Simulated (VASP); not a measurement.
Set up this calculation in VASP 6.6.1, as the native input.

```yaml
Task: relaxation of cell and atoms
Functional: PBE
Potentials_or_basis: VASP PAW PBE potentials, release 64 (Al, H)
Cutoff: 600 eV
k_mesh: 6 × 6 × 6
Occupations: gaussian, width 0.1 eV
Spin: no spin polarisation
Dipole_correction: no
Further_INCAR_settings: ALGO = Normal; EDIFF = 1e-06; IBRION = 2; EDIFFG = -0.04; NSW = 90; ISIF = 3
```

The structure of AlH2 lies in POSCAR:

```
AlH2
1.0
    2.1177087200     -2.3327764000      0.0000000000
    2.1177087200      2.3327764000      0.0000000000
    0.0000000000      0.0000000000      3.0754052800
Al H
1 2
Direct
    0.0000000000      0.0000000000      0.5000000000
    0.0000000000      0.5000000000      0.0000000000
    0.5000000000      0.0000000000      0.0000000000
```

The cell was generated, and may not be a known phase.

These files were run (other wordings do the same):

INCAR

```
SYSTEM = AlH2
  PREC = Accurate
  ENCUT = 600
  EDIFF = 1E-6
  ISMEAR = 0
  SIGMA = 0.1
  LREAL = .FALSE.
  LASPH = .TRUE.
  NELM = 80
  ALGO = Normal
  ISIF = 3
  LWAVE = .FALSE.
  LCHARG = .FALSE.
  GGA = PE
  IBRION = 2
  NSW = 90
  EDIFFG = -0.04
```

KPOINTS

```
regular mesh
0
G
  6 6 6
  0 0 0
```

Potentials or basis: VASP PAW PBE potentials, release 64 (Al, H).

The run is started by

```bash
$ cat potpaw_PBE.64/Al/POTCAR potpaw_PBE.64/H/POTCAR > POTCAR
$ mpirun -np 1 vasp_std > vasp.out
```

It gave:

```yaml
Relaxed_volume: 8.11 Å³/atom
Relaxed_cell: a = 2.995 Å, b = 2.995 Å, c = 2.710 Å, α = 90.00°, β = 90.00°, γ = 90.00°
Space_group_after_relaxing_to_0.1_Å: P4/mmm (No. 123)
Energy_gained_by_relaxing: 147.8 meV/atom
Ionic_steps: 10
Pressure_after_relaxing: -0.1 GPa
Band_gap_on_the_k_mesh: zero (an odd number of electrons rules out a gap without spin polarisation)
```

Caveat: the volume moved by over 15 % at a fixed basis, so the end points are rough.

Run time: 30 s on 1 thread of AMD EPYC 9R45 96-Core Processor (Zen 5) (shared host), peak memory 0.13 GiB.
